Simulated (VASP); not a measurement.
# TiAl (P-6m2) in VASP: relaxation of cell and atoms with PBE

Aim: the relaxation of cell and atoms of TiAl with PBE.

Everything below comes from runs of VASP 6.6.1. Logs are shortened: lines on timing, memory, paths and dates and some standing lists are left out, and cuts for length are marked.

## Step 1: The cell of the first run

The structure is hexagonal, space group P-6m2 (No. 187). The conventional cell has a = 2.867 Å, b = 2.867 Å, c = 4.678 Å, α = 90.00°, β = 90.00°, γ = 120.00°. Ti (site symmetry -6m2) has 6 Al at 2.87 Å and 6 Ti at 2.87 Å within 3.8 Å. Within 3.8 Å of Al (site symmetry -6m2) lie 6 Ti at 2.87 Å and 6 Al at 2.87 Å.

## Step 2: Relaxation of cell and atoms, PBE

The input, INCAR:

```
PREC = Accurate
ENCUT = 600
EDIFF = 1E-7
ISMEAR = 0
SIGMA = 0.1
LREAL = F
LASPH = T
NELM = 80
ALGO = Normal
ISIF = 3
LWAVE = F
LCHARG = F
GGA = PE
IBRION = 2
NSW = 100
EDIFFG = -0.005
```

The input, KPOINTS:

```
regular mesh
0
Gamma
  18 18 10
```

The input, POSCAR:

```
TiAl
1.0
    2.8672622327      0.0000000000      0.0000000000
   -1.4336311163      2.4831219328      0.0000000000
    0.0000000000      0.0000000000      4.6780830000
Ti Al
1 1
Direct
    0.0000000000      0.0000000000      0.0000000000
    0.3333333300      0.6666666700      0.5000000000
```

Potentials or basis: VASP PAW PBE potentials, release 64 (Ti_sv, Al).

Command:

```console
$ cat potpaw_PBE.64/Ti_sv/POTCAR potpaw_PBE.64/Al/POTCAR > POTCAR
$ mpirun -np 1 vasp_std > vasp.out
```

OUTCAR:

```text
PREC = Accurate
   ENCUT = 600
   EDIFF = 1E-7
   ISMEAR = 0
   LREAL = F
   LASPH = T
   NELM = 80
   ISIF = 3
   GGA = PE
   IBRION = 2
   NSW = 100
   EDIFFG = -0.005

 ion  position               nearest neighbor table
   1  0.000  0.000  0.000-   2 2.87   2 2.87   2 2.87   2 2.87   2 2.87   2 2.87
   2  0.333  0.667  0.500-   1 2.87   1 2.87   1 2.87   1 2.87   1 2.87   1 2.87

  LATTYP: Found a hexagonal cell.
 ALAT       =     2.8672622327
 C/A-ratio  =     1.6315504549

  Lattice vectors:

 A1 = (   2.8672622327,   0.0000000000,   0.0000000000)
 A2 = (  -1.4336311163,   2.4831219328,   0.0000000000)
 A3 = (   0.0000000000,   0.0000000000,   4.6780830000)

Analysis of symmetry for initial positions (statically):
=====================================================================
 Subroutine PRICEL returns:
 Original cell was already a primitive cell.

 Routine SETGRP: Setting up the symmetry group for a
 hexagonal supercell.

 Subroutine GETGRP returns: Found 12 space group operations
 (whereof 12 operations were pure point group operations)
 out of a pool of 24 trial point group operations.

The static configuration has the point symmetry D_3h.

Analysis of symmetry for dynamics (positions and initial velocities):
=====================================================================
 Subroutine PRICEL returns:
 Original cell was already a primitive cell.

 Routine SETGRP: Setting up the symmetry group for a
 hexagonal supercell.

 Subroutine GETGRP returns: Found 12 space group operations
 (whereof 12 operations were pure point group operations)
 out of a pool of 24 trial point group operations.

The dynamic configuration has the point symmetry D_3h.

 Subroutine INISYM returns: Found 12 space group operations
 (whereof 12 operations are pure point group operations),
 and found     1 'primitive' translations

----------------------------------------------------------------------------------------

                                     Primitive cell

  volume of cell :      33.3068

  direct lattice vectors                    reciprocal lattice vectors
     2.867262233  0.000000000  0.000000000     0.348764751  0.201359423  0.000000000
    -1.433631116  2.483121933  0.000000000     0.000000000  0.402718846  0.000000000
[... 103 lines left out ...]
   IMIX   =      4    mixing-type and parameters
     AMIX     =   0.40;   BMIX     =  1.00
     AMIX_MAG =   1.60;   BMIX_MAG =  1.00
  volume/ion in A,a.u.               =      16.65       112.38
  Fermi-wavevector in a.u.,A,eV,Ry     =   1.254857  2.371335 21.424622  1.574665
  Thomas-Fermi vector in A             =   2.388641
   LORBIT       =      0    0 simple, 1 ext, 2 COOP (PROOUT), +10 PAW based schemes
   GGA     = PE    functional components
   LHFCALC =     F    Hartree Fock is set to
   AEXX    =    0.0000 exact exchange contribution
   IVDW    =     0    specifies the selected vdW correction
   LEPSILON=     F    determine dielectric tensor
   LRPA    =     F    only Hartree local field effects (RPA)
 conjugate gradient relaxation of ions
 non-spin polarized calculation
 Gauss-broadening in eV      SIGMA  =   0.10
  energy-cutoff  :      600.00
  volume of cell :       33.31
 maximum number of plane-waves:      1132
 NGX is ok and might be reduce to    24
   NGX = 11   NGY = 11   NGZ = 19

--------------------------------------- Ionic step        1  -------------------------------------------

 number of electron      14.9999999 magnetization

 Free energy of the ion-electron system (eV)
  ---------------------------------------------------
  ext. energy  EPLUGINS =         0.00000000
  ---------------------------------------------------
  free energy    TOTEN  =       -12.08907101 eV

  energy without entropy =      -12.07635290  energy(sigma->0) =      -12.08271195

------------------------ aborting loop because EDIFF is reached ----------------------------------------

  FORCE on cell =-STRESS in cart. coord.  units (eV):
  Direction    XX          YY          ZZ          XY          YZ          ZX
  --------------------------------------------------------------------------------------
  -------------------------------------------------------------------------------------
  Total        0.1286938      0.1286938     -0.1689981      0.0000000     -0.0000000      0.0000000
  in kB        6.1906273      6.1906273     -8.1294114      0.0000000     -0.0000000      0.0000000
  external PRESSURE =       1.4172811 kB  Pullay stress =       0.0000000 kB
[... 167 lines left out ...]
--------------------------------------- Ionic step        6  -------------------------------------------

 number of electron      14.9999998 magnetization

 Free energy of the ion-electron system (eV)
  ---------------------------------------------------
  ext. energy  EPLUGINS =         0.00000000
  ---------------------------------------------------
  free energy    TOTEN  =       -12.09016122 eV

  energy without entropy =      -12.07713244  energy(sigma->0) =      -12.08364683

 E-fermi :   7.8271     XC(G=0): -10.9222

 val. band max:        7.8151788693   @ k =   0.3333   0.2778   0.4000
 cond. band min:       7.8297141675   @ k =   0.3333   0.2778   0.3000
 fundamental gap:      0.0145352982
 Fermi energy:         7.8271162381

 k-point     1 :       0.0000    0.0000    0.0000
  band No.  band energies     occupation
      1     -48.7078      2.00000
      2     -25.0268      2.00000
      3     -24.6228      2.00000
      4     -24.6228      2.00000
      5      -1.0645      2.00000
      6       5.5816      2.00000
      7       6.0816      2.00000
      8       9.0969      0.00000
      9       9.0969      0.00000
     10      10.5558      0.00000
     11      10.5558      0.00000
[... 309 lines left out ...]
 k-point    24 :       0.3889    0.1111    0.0000
  band No.  band energies     occupation
      1     -48.6180      2.00000
      2     -25.1381      2.00000
      3     -24.9372      2.00000
      4     -24.7866      2.00000
      5       3.6124      2.00000
      6       5.8510      2.00000
      7       6.4530      2.00000
      8       7.0800      2.00000
      9       9.3995      0.00000
     10      10.8935      0.00000
     11      11.8430      0.00000

 [... further k-points ...]

------------------------ aborting loop because EDIFF is reached ----------------------------------------

  FORCE on cell =-STRESS in cart. coord.  units (eV):
  Direction    XX          YY          ZZ          XY          YZ          ZX
  --------------------------------------------------------------------------------------
  -------------------------------------------------------------------------------------
  Total        0.0012233      0.0012233      0.0055956      0.0000000      0.0000000      0.0000000
  in kB        0.0587018      0.0587018      0.2685037      0.0000000      0.0000000      0.0000000
  external PRESSURE =       0.1286357 kB  Pullay stress =       0.0000000 kB
[... 17 lines left out ...]
  FREE ENERGIE OF THE ION-ELECTRON SYSTEM (eV)
  ---------------------------------------------------
  free  energy   TOTEN  =       -12.0901612225 eV

  energy  without entropy=      -12.0771324390  energy(sigma->0) =      -12.08364683

 reached required accuracy - stopping structural energy minimisation
```

OSZICAR:

```text
N       E                     dE             d eps       ncg     rms          rms(c)
DAV:   1     0.969374181465E+02    0.96937E+02   -0.81017E+03  4884   0.152E+03
DAV:   2    -0.680863886536E+01   -0.10375E+03   -0.10076E+03  4947   0.351E+02
DAV:   3    -0.133358817239E+02   -0.65272E+01   -0.62644E+01  7587   0.833E+01
[... 53 lines left out ...]
DAV:   2    -0.120901673976E+02    0.19307E-04   -0.22548E-04  6200   0.183E-01    0.135E-02
DAV:   3    -0.120901610640E+02    0.63336E-05   -0.33434E-05  6021   0.580E-02    0.413E-03
DAV:   4    -0.120901610470E+02    0.16989E-07   -0.31636E-06  5964   0.156E-02    0.207E-03
DAV:   5    -0.120901612060E+02   -0.15902E-06   -0.58084E-07  6312   0.508E-03    0.147E-03
DAV:   6    -0.120901612225E+02   -0.16532E-07   -0.29941E-07  5143   0.333E-03
   6 F= -.12090161E+02 E0= -.12083647E+02  d E =-.469531E-05
```

CONTCAR:

```text
TiAl
   1.00000000000000
     2.8799744912569163    0.0000000000002558    0.0000000000000000
    -1.4399872455780149    2.4941310716492402   -0.0000000000000000
    -0.0000000000000000   -0.0000000000000000    4.6483744389546482
  Ti              Al
     1     1
Direct
     0.0000000000000000    0.0000000000000000    0.0000000000000000
     0.3333333300000021    0.6666666699999979    0.5000000000000000

  0.00000000E+00  0.00000000E+00  0.00000000E+00
  0.00000000E+00  0.00000000E+00  0.00000000E+00
```

Wall time 1.9 min (1 thread of Intel Xeon 6975P-C (Granite Rapids), shared host); peak memory 0.25 GiB.

What came out:

| Item | Value |
| --- | --- |
| Free energy | -12.0902 eV |
| Relaxed volume | 16.69 Å³/atom |
| Relaxed cell | a = 2.880 Å, b = 2.880 Å, c = 4.648 Å, α = 90.00°, β = 90.00°, γ = 120.00° |
| Space group after relaxing (to 0.1 Å) | P-6m2 (No. 187) |
| Energy gained by relaxing | 0.5 meV/atom |
| Ionic steps | 6 |
| Pressure after relaxing | 0.0 GPa |
| Band gap on the k mesh | zero (an odd number of electrons rules out a gap without spin polarisation) |

Step by step:
```
step  energy change (eV)  largest force (eV/Å)  pressure (GPa)  volume (Å³)
   1              0.0000                0.0000            0.14        33.31
   2             -0.0010                0.0000            0.00        33.38
   3             -0.0011                0.0000           -0.06        33.41
   4             -0.0011                0.0000           -0.06        33.41
   5             -0.0011                0.0000            0.03        33.38
   6             -0.0011                0.0000            0.01        33.39
```

Final structure:
```
Ti Al
1.0
     2.87997    0.00000    0.00000
    -1.43999    2.49413    0.00000
     0.00000    0.00000    4.64837
Ti Al
1 1
Cartesian
  0.0000 0.0000 0.0000
  0.0000 1.6628 2.3242
```
